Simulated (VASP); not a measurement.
CaSnCl6:

```
Ca Sn Cl
1.0
     4.73574    2.73418    3.04833
    -4.73574    2.73418    3.04833
     0.00000   -5.46837    3.04833
Ca Sn Cl
1 1 6
Direct
  0.50000 0.50000 0.50000
  0.00000 0.00000 0.00000
  0.93995 0.29182 0.29182
  0.29182 0.93995 0.29182
  0.29182 0.29182 0.93995
  0.06005 0.70818 0.70818
  0.70818 0.06005 0.70818
  0.70818 0.70818 0.06005
```

```yaml
Program: VASP 6.6.1
Task: relaxation of cell and atoms
Functional: PBEsol
Potentials_or_basis: VASP PAW PBE potentials, release 64 (Ca_sv, Sn_d, Cl)
Cutoff: 600 eV
k_mesh: 4 × 4 × 4
Occupations: fermi-dirac, width 0.03 eV
Spin: no spin polarisation
```

At the start: pressure -4.1 GPa; volume 29.60 Å³/atom.

Problem. Where does the relaxation end?

Solution. Over 56 steps the energy falls by 231.9 meV/atom and the volume is 35.91 Å³/atom (+21.3 %); space group R-3m (No. 166, to 0.1 Å) before and after.

Step by step:
```
step  energy change (eV)  largest force (eV/Å)  pressure (GPa)  volume (Å³)
   1              0.0000                0.1483           -4.13       236.83
   3             -0.4635                0.8105            0.39       210.85
   5             -0.7106                0.2726            0.48       201.06
   7             -0.7339                0.2334           -0.24       203.68
   9             -0.7542                0.2219           -0.54       205.05
  11             -0.7679                0.1900            1.23       202.14
  13             -0.8163                0.0516            0.49       204.55
  15             -1.1229                0.1286            2.16       213.54
  17             -1.2759                0.3846            4.20       218.26
  19             -1.2743                0.5475            4.91       219.85
  21             -1.3065                0.5916            4.86       222.41
  23             -1.2794                0.8886            5.05       232.27
  25             -1.3522                0.6908            4.69       228.29
  27             -1.5408                0.4662            2.79       236.53
  29             -1.6640                0.5365            0.13       251.52
  31             -1.7157                0.4386            0.12       253.66
  33             -1.8196                0.0921            0.35       263.38
  35             -1.8290                0.1556           -0.25       269.97
  37             -1.8370                0.0408            0.00       273.02
  39             -1.8453                0.0485            0.23       274.41
  41             -1.8465                0.0658            0.37       275.19
  43             -1.8506                0.0488            0.03       279.26
  45             -1.8522                0.0444            0.00       280.71
  47             -1.8537                0.0143            0.05       283.02
  49             -1.8543                0.0064            0.06       283.89
  51             -1.8550                0.0242           -0.04       286.83
  53             -1.8550                0.0213           -0.02       286.62
  55             -1.8552                0.0121           -0.01       286.94
  56             -1.8553                0.0031            0.01       287.28
```

Final structure:
```
Ca Sn Cl
1.0
     6.02718    3.47980    2.28291
    -6.02718    3.47980    2.28291
     0.00000   -6.95959    2.28291
Ca Sn Cl
1 1 6
Direct
  0.50000 0.50000 0.50000
  0.00000 0.00000 0.00000
  0.02930 0.31038 0.31038
  0.31038 0.02930 0.31038
  0.31038 0.31038 0.02930
  0.97070 0.68962 0.68962
  0.68962 0.97070 0.68962
  0.68962 0.68962 0.97070
```

Caveat: the volume moved by over 15 % at a fixed basis, so the end points are rough; the PAW data sets were made with another functional, which shifts forces and pressure a little.
